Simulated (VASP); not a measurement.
Input of a VASP 6.6.1 run:

INCAR

```
PREC = Accurate
ENCUT = 520
EDIFF = 1E-6
ISMEAR = 0
SIGMA = 0.05
LREAL = F
LASPH = T
NELM = 100
ALGO = Normal
ISIF = 2
LWAVE = F
LCHARG = F
GGA = PS
NBANDS = 11
```

File KPOINTS:

```
regular mesh
0
Gamma
  12 12 8
```

File POSCAR:

```
MgO
1.0
    2.9380210000     -0.0293802100      0.0000000000
   -1.4944540100      2.5590911000      0.0000000000
    0.0000000000      0.0000000000      2.6796800000
Mg O
1 1
Direct
    0.0000000000      0.0000000000      0.0000000000
    0.3333333333      0.6666666667      0.5000000000
```

Potentials or basis: VASP PAW PBE potentials, release 64 (Mg, O).

Launch:

```console
$ cat potpaw_PBE.64/Mg/POTCAR potpaw_PBE.64/O/POTCAR > POTCAR
$ mpirun -np 1 vasp_std > vasp.out
```

Problem. Estimate the largest force.

Solution. 0.003 eV/Å.

Problem. Estimate the pressure.

Solution. -4.3 GPa.

Forces in eV/Å, atoms in the order of the input:
```
Mg  -0.002  0.003  0.000
O    0.002 -0.003  0.000
```

Caveat: the PAW data sets were made with another functional, which shifts forces and pressure a little.
